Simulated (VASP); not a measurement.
# AgCl in VASP: a series of runs

AgCl is run at these levels: PBE; tasks: electric field gradients.

Everything below comes from runs of VASP 6.6.1. Logs are shortened: lines on timing, memory, paths and dates and some standing lists are left out, and cuts for length are marked.

**1. The cell of the first run**

It takes space group Pm-3m (No. 221, cubic). Conventional cell: a = 3.457 Å, b = 3.457 Å, c = 3.457 Å, α = 90.00°, β = 90.00°, γ = 90.00°. Within 3.9 Å of Ag (site symmetry m-3m) lie 8 Cl at 2.99 Å and 6 Ag at 3.46 Å. Within 3.9 Å of Cl (site symmetry m-3m) lie 8 Ag at 2.99 Å and 6 Cl at 3.46 Å.

**2. Electric field gradients, PBE (20.65 Å³/atom)**

File INCAR:

```
  PREC = Accurate
  ENCUT = 520
  EDIFF = 1E-8
  ISMEAR = -1
  SIGMA = 0.01
  LREAL = F
  LASPH = T
  NELM = 100
  ALGO = Normal
  ISIF = 2
  LWAVE = F
  LCHARG = F
  GGA = PE
  LEFG = T
  NBANDS = 16
```

File KPOINTS:

```
regular mesh
0
Gamma
  9 9 9
```

File POSCAR:

```
AgCl
1.0
    3.4567152058      0.0000000000      0.0000000000
    0.0000000000      3.4567152058      0.0000000000
    0.0000000000      0.0000000000      3.4567152058
Ag Cl
1 1
Direct
    0.0000000000      0.0000000000      0.0000000000
    0.5000000000      0.5000000000      0.5000000000
```

Potentials or basis: VASP PAW PBE potentials, release 64 (Ag, Cl).

Command:

```
cat potpaw_PBE.64/Ag/POTCAR potpaw_PBE.64/Cl/POTCAR > POTCAR
mpirun -np 1 vasp_std > vasp.out
```

OUTCAR:

```text
PREC = Accurate
   ENCUT = 520
   EDIFF = 1E-8
   ISMEAR = -1
   LREAL = F
   LASPH = T
   NELM = 100
   ISIF = 2
   GGA = PE

 ion  position               nearest neighbor table
   1  0.000  0.000  0.000-   2 2.99   2 2.99   2 2.99   2 2.99   2 2.99   2 2.99   2 2.99   2 2.99

   2  0.500  0.500  0.500-   1 2.99   1 2.99   1 2.99   1 2.99   1 2.99   1 2.99   1 2.99   1 2.99

  LATTYP: Found a simple cubic cell.
 ALAT       =     3.4567152058

  Lattice vectors:

 A1 = (   3.4567152058,   0.0000000000,   0.0000000000)
 A2 = (   0.0000000000,   3.4567152058,   0.0000000000)
 A3 = (   0.0000000000,   0.0000000000,   3.4567152058)

Analysis of symmetry for initial positions (statically):
=====================================================================
 Subroutine PRICEL returns:
 Original cell was already a primitive cell.

 Routine SETGRP: Setting up the symmetry group for a
 simple cubic supercell.

 Subroutine GETGRP returns: Found 48 space group operations
 (whereof 48 operations were pure point group operations)
 out of a pool of 48 trial point group operations.

The static configuration has the point symmetry O_h .

Analysis of symmetry for dynamics (positions and initial velocities):
=====================================================================
 Subroutine PRICEL returns:
 Original cell was already a primitive cell.

 Routine SETGRP: Setting up the symmetry group for a
 simple cubic supercell.

 Subroutine GETGRP returns: Found 48 space group operations
 (whereof 48 operations were pure point group operations)
 out of a pool of 48 trial point group operations.

The dynamic configuration has the point symmetry O_h .

 Subroutine INISYM returns: Found 48 space group operations
 (whereof 48 operations are pure point group operations),
 and found     1 'primitive' translations

----------------------------------------------------------------------------------------

                                     Primitive cell

  volume of cell :      41.3039

  direct lattice vectors                    reciprocal lattice vectors
     3.456715206  0.000000000  0.000000000     0.289291984  0.000000000  0.000000000
     0.000000000  3.456715206  0.000000000     0.000000000  0.289291984  0.000000000
     0.000000000  0.000000000  3.456715206     0.000000000  0.000000000  0.289291984

  length of vectors
[... 117 lines left out ...]
 NGX is ok and might be reduce to    28
   NGX = 13   NGY = 13   NGZ = 13

 number of electron      18.0000000 magnetization

 Free energy of the ion-electron system (eV)
  ---------------------------------------------------
  ext. energy  EPLUGINS =         0.00000000
  ---------------------------------------------------
  free energy    TOTEN  =        -5.11910175 eV

  energy without entropy =       -5.11910175  energy(sigma->0) =       -5.11910175

 E-fermi :   3.8393     XC(G=0): -10.2796

 val. band max:        3.6117805521   @ k =   0.4444   0.0000   0.0000
 cond. band min:       4.2127975629   @ k =   0.0000   0.0000   0.0000
 fundamental gap:      0.6010170108
 Fermi energy:         3.8392878265

 k-point     1 :       0.0000    0.0000    0.0000
  band No.  band energies     occupation
      1     -10.8064      2.00000
      2       1.0062      2.00000
      3       1.0062      2.00000
      4       1.9042      2.00000
      5       1.9042      2.00000
      6       1.9042      2.00000
[... 433 lines left out ...]
      3       0.2703      2.00000
      4       1.3415      2.00000
      5       1.5071      2.00000
      6       1.6510      2.00000
[... 8 lines left out ...]
     15      17.6580      0.00000
     16      19.4722      0.00000

 [... further k-points ...]
[... 5 lines left out ...]
  --------------------------------------------------------------------------------------
  -------------------------------------------------------------------------------------
  Total       -0.2887704     -0.2887704     -0.2887704     -0.0000000     -0.0000000     -0.0000000
  in kB      -11.2014045    -11.2014045    -11.2014045     -0.0000000     -0.0000000     -0.0000000
  external PRESSURE =     -11.2014045 kB  Pullay stress =       0.0000000 kB

 VOLUME and BASIS-vectors are now :
 -----------------------------------------------------------------------------
  energy-cutoff  :      520.00
  volume of cell :       41.30
      direct lattice vectors                 reciprocal lattice vectors
     3.456715206  0.000000000  0.000000000     0.289291984  0.000000000  0.000000000
     0.000000000  3.456715206  0.000000000     0.000000000  0.289291984  0.000000000
     0.000000000  0.000000000  3.456715206     0.000000000  0.000000000  0.289291984

 POSITION                                       TOTAL-FORCE (eV/Angst)
 -----------------------------------------------------------------------------------
      0.00000      0.00000      0.00000         0.000000      0.000000      0.000000
      1.72836      1.72836      1.72836         0.000000      0.000000      0.000000
 -----------------------------------------------------------------------------------
    total drift:                               -0.000000      0.000000      0.000000

  FREE ENERGIE OF THE ION-ELECTRON SYSTEM (eV)
  ---------------------------------------------------
  free  energy   TOTEN  =        -5.1191017520 eV

  energy  without entropy=       -5.1191017520  energy(sigma->0) =       -5.11910175

 Electric field gradients (V/A^2)
---------------------------------------------------------------------
 ion       V_xx      V_yy      V_zz      V_xy      V_xz      V_yz
---------------------------------------------------------------------
   1      -0.000    -0.000     0.000     0.000     0.000    -0.000
   2      -0.000    -0.000     0.000    -0.000    -0.000     0.000
---------------------------------------------------------------------

 Electric field gradients after diagonalization (V/A^2)
 (convention: |V_zz| > |V_xx| > |V_yy|)
----------------------------------------------------------------------
 ion       V_xx      V_yy      V_zz     asymmetry (V_yy - V_xx)/ V_zz
----------------------------------------------------------------------
   1      -0.000    -0.000     0.000       0.638
   2      -0.000    -0.000     0.000       0.452
----------------------------------------------------------------------

           NMR quadrupolar parameters

 Cq : quadrupolar parameter    Cq=e*Q*V_zz/h
 eta: asymmetry parameters     (V_yy - V_xx)/ V_zz
 Q  : nuclear electric quadrupole moment in mb (millibarn)
----------------------------------------------------------------------
 ion       Cq(MHz)       eta       Q (mb)
----------------------------------------------------------------------
   1       0.000       0.638       1.000
   2       0.000       0.452       1.000
----------------------------------------------------------------------
```

stdout:

```text
POSCAR found type information on POSCAR AgCl
 POSCAR found :  2 types and       2 ions
 scaLAPACK will be used
 LDA part: xc-table for (Slater+PW92), standard interpolation
 POSCAR, INCAR and KPOINTS ok, starting setup
 FFT: planning ... GRIDC
 FFT: planning ... GRID_SOFT
 FFT: planning ... GRID
 WAVECAR not read
 entering main loop
ion   1

ion   2
```

Wall time 34 s (1 thread of Intel Xeon 8259CL, shared host); peak memory 0.17 GiB.

What came out:

```yaml
Free_energy: -5.1191 eV
Pressure: -1.1 GPa
Band_gap_on_the_k_mesh: 0.60 eV (least direct gap 2.01 eV)
Largest_electric_field_gradient_by_atom: under 0.05 V/Å² on every atom
```

Levels at points of the mesh, in eV from the valence-band top:
```tsv
k point	band 6	band 7	band 8	band 9	band 10	band 11	band 12	band 13
(0.00, 0.00, 0.00)	-1.71	-1.41	-1.41	-1.41	0.60	9.49	9.49	13.54
```

Caveat: semilocal functionals underestimate gaps, and a narrow one can read as zero; an odd mesh through Γ misses points on the zone boundary, where band edges can lie.

**3. Electric field gradients, PBE (21.46 Å³/atom)**

This run uses another cell than the first one, of 21.46 Å³/atom.

File INCAR:

```
PREC = Accurate
ENCUT = 520
EDIFF = 1E-8
ISMEAR = -1
SIGMA = 0.01
LREAL = F
LASPH = T
NELM = 80
ALGO = Normal
ISIF = 2
LWAVE = F
LCHARG = F
GGA = PE
LEFG = T
NBANDS = 16
```

KPOINTS is that of step 2.

File POSCAR:

```
AgCl
1.0
    3.5013229026      0.0000000000      0.0000000000
    0.0000000000      3.5013229026      0.0000000000
    0.0000000000      0.0000000000      3.5013229026
Ag Cl
1 1
Direct
    0.0000000000      0.0000000000      0.0000000000
    0.5000000000      0.5000000000      0.5000000000
```

Potentials or basis: VASP PAW PBE potentials, release 64 (Ag, Cl).

Command:

```
cat potpaw_PBE.64/Ag/POTCAR potpaw_PBE.64/Cl/POTCAR > POTCAR
mpirun -np 1 vasp_std > vasp.out
```

OUTCAR:

```text
PREC = Accurate
   ENCUT = 520
   EDIFF = 1E-8
   ISMEAR = -1
   LREAL = F
   LASPH = T
   NELM = 80
   ISIF = 2
   GGA = PE

 ion  position               nearest neighbor table
   1  0.000  0.000  0.000-   2 3.03   2 3.03   2 3.03   2 3.03   2 3.03   2 3.03   2 3.03   2 3.03

   2  0.500  0.500  0.500-   1 3.03   1 3.03   1 3.03   1 3.03   1 3.03   1 3.03   1 3.03   1 3.03

  LATTYP: Found a simple cubic cell.
 ALAT       =     3.5013229026

  Lattice vectors:

 A1 = (   3.5013229026,   0.0000000000,   0.0000000000)
 A2 = (   0.0000000000,   3.5013229026,   0.0000000000)
 A3 = (   0.0000000000,   0.0000000000,   3.5013229026)

Analysis of symmetry for initial positions (statically):
=====================================================================
 Subroutine PRICEL returns:
 Original cell was already a primitive cell.

 Routine SETGRP: Setting up the symmetry group for a
 simple cubic supercell.

 Subroutine GETGRP returns: Found 48 space group operations
 (whereof 48 operations were pure point group operations)
 out of a pool of 48 trial point group operations.

The static configuration has the point symmetry O_h .

Analysis of symmetry for dynamics (positions and initial velocities):
=====================================================================
 Subroutine PRICEL returns:
 Original cell was already a primitive cell.

 Routine SETGRP: Setting up the symmetry group for a
 simple cubic supercell.

 Subroutine GETGRP returns: Found 48 space group operations
 (whereof 48 operations were pure point group operations)
 out of a pool of 48 trial point group operations.

The dynamic configuration has the point symmetry O_h .

 Subroutine INISYM returns: Found 48 space group operations
 (whereof 48 operations are pure point group operations),
[... 150 lines left out ...]

 k-point     1 :       0.0000    0.0000    0.0000
  band No.  band energies     occupation
      1     -11.0380      2.00000
      2       0.6911      2.00000
      3       0.6911      2.00000
      4       1.5172      2.00000
      5       1.5172      2.00000
      6       1.5172      2.00000
[... 433 lines left out ...]
      3       0.0300      2.00000
      4       1.0083      2.00000
      5       1.1768      2.00000
      6       1.2779      2.00000
[... 8 lines left out ...]
     15      17.1050      0.00000
     16      18.7744      0.00000

 [... further k-points ...]
[... 5 lines left out ...]
  --------------------------------------------------------------------------------------
  -------------------------------------------------------------------------------------
  Total       -0.6847653     -0.6847653     -0.6847653      0.0000000      0.0000000      0.0000000
  in kB      -25.5597041    -25.5597041    -25.5597041      0.0000000      0.0000000      0.0000000
  external PRESSURE =     -25.5597041 kB  Pullay stress =       0.0000000 kB

 VOLUME and BASIS-vectors are now :
 -----------------------------------------------------------------------------
  energy-cutoff  :      520.00
  volume of cell :       42.92
      direct lattice vectors                 reciprocal lattice vectors
     3.501322903  0.000000000  0.000000000     0.285606334  0.000000000  0.000000000
     0.000000000  3.501322903  0.000000000     0.000000000  0.285606334  0.000000000
     0.000000000  0.000000000  3.501322903     0.000000000  0.000000000  0.285606334

 POSITION                                       TOTAL-FORCE (eV/Angst)
 -----------------------------------------------------------------------------------
      0.00000      0.00000      0.00000         0.000000      0.000000      0.000000
      1.75066      1.75066      1.75066         0.000000      0.000000      0.000000
 -----------------------------------------------------------------------------------
    total drift:                               -0.000000      0.000000      0.000000

  FREE ENERGIE OF THE ION-ELECTRON SYSTEM (eV)
  ---------------------------------------------------
  free  energy   TOTEN  =        -5.1009139142 eV

  energy  without entropy=       -5.1009139142  energy(sigma->0) =       -5.10091391

 Electric field gradients (V/A^2)
---------------------------------------------------------------------
 ion       V_xx      V_yy      V_zz      V_xy      V_xz      V_yz
---------------------------------------------------------------------
   1       0.000    -0.000     0.000    -0.000    -0.000    -0.000
   2      -0.000    -0.000    -0.000    -0.000     0.000    -0.000
---------------------------------------------------------------------

 Electric field gradients after diagonalization (V/A^2)
 (convention: |V_zz| > |V_xx| > |V_yy|)
----------------------------------------------------------------------
 ion       V_xx      V_yy      V_zz     asymmetry (V_yy - V_xx)/ V_zz
----------------------------------------------------------------------
   1       0.000    -0.000     0.000      -1.025
   2      -0.000    -0.000    -0.000      -0.011
----------------------------------------------------------------------

           NMR quadrupolar parameters

 Cq : quadrupolar parameter    Cq=e*Q*V_zz/h
 eta: asymmetry parameters     (V_yy - V_xx)/ V_zz
 Q  : nuclear electric quadrupole moment in mb (millibarn)
----------------------------------------------------------------------
 ion       Cq(MHz)       eta       Q (mb)
----------------------------------------------------------------------
   1       0.000      -1.025       1.000
   2      -0.000      -0.011       1.000
----------------------------------------------------------------------
```

OSZICAR:

```text
N       E                     dE             d eps       ncg     rms          rms(c)
DAV:   1     0.100068364980E+03    0.10007E+03   -0.86467E+03  1136   0.101E+03
DAV:   2    -0.166362991973E+01   -0.10173E+03   -0.93555E+02  1440   0.222E+02
DAV:   3    -0.539510263072E+01   -0.37315E+01   -0.37234E+01  1360   0.441E+01
DAV:   4    -0.542163685122E+01   -0.26534E-01   -0.26533E-01  1416   0.400E+00
DAV:   5    -0.542198171817E+01   -0.34487E-03   -0.34487E-03  1392   0.446E-01    0.462E+00
DAV:   6    -0.511497882796E+01    0.30700E+00   -0.36331E-01  1368   0.843E+00    0.315E+00
DAV:   7    -0.510503248336E+01    0.99463E-02   -0.14234E-01  1248   0.254E+00    0.187E+00
DAV:   8    -0.510125660742E+01    0.37759E-02   -0.83414E-03  1288   0.904E-01    0.382E-01
DAV:   9    -0.510085417442E+01    0.40243E-03   -0.83113E-04  1440   0.445E-01    0.654E-02
DAV:  10    -0.510090228098E+01   -0.48107E-04   -0.18451E-04  1280   0.136E-01    0.527E-02
DAV:  11    -0.510091429105E+01   -0.12010E-04   -0.11254E-05  1336   0.276E-02    0.134E-02
DAV:  12    -0.510091394939E+01    0.34165E-06   -0.46505E-07  1392   0.538E-03    0.329E-03
DAV:  13    -0.510091399654E+01   -0.47145E-07   -0.18687E-07  1296   0.279E-03    0.127E-03
DAV:  14    -0.510091391892E+01    0.77617E-07   -0.15856E-08  1280   0.109E-03    0.581E-04
DAV:  15    -0.510091390584E+01    0.13083E-07   -0.51426E-09   608   0.460E-04    0.940E-05
DAV:  16    -0.510091391415E+01   -0.83153E-08   -0.27506E-10   656   0.131E-04
   1 F= -.51009139E+01 E0= -.51009139E+01  d E =-.746112E-12
```

stdout:

```text
POSCAR found type information on POSCAR AgCl
 POSCAR found :  2 types and       2 ions
 scaLAPACK will be used
 LDA part: xc-table for (Slater+PW92), standard interpolation
 POSCAR, INCAR and KPOINTS ok, starting setup
 FFT: planning ... GRIDC
 FFT: planning ... GRID_SOFT
 FFT: planning ... GRID
 WAVECAR not read
 entering main loop
ion   1

ion   2
```

Wall time 36 s (1 thread of Intel Xeon 8259CL, shared host); peak memory 0.17 GiB.

What came out:

| Quantity | Value |
| --- | --- |
| Free energy | -5.1009 eV |
| Pressure | -2.6 GPa |
| Band gap on the k mesh | 0.60 eV (least direct gap 1.89 eV) |
| Largest electric field gradient by atom | under 0.05 V/Å² on every atom |

Caveat: semilocal functionals underestimate gaps, and a narrow one can read as zero; an odd mesh through Γ misses points on the zone boundary, where band edges can lie.

[end of part 1 of 3]
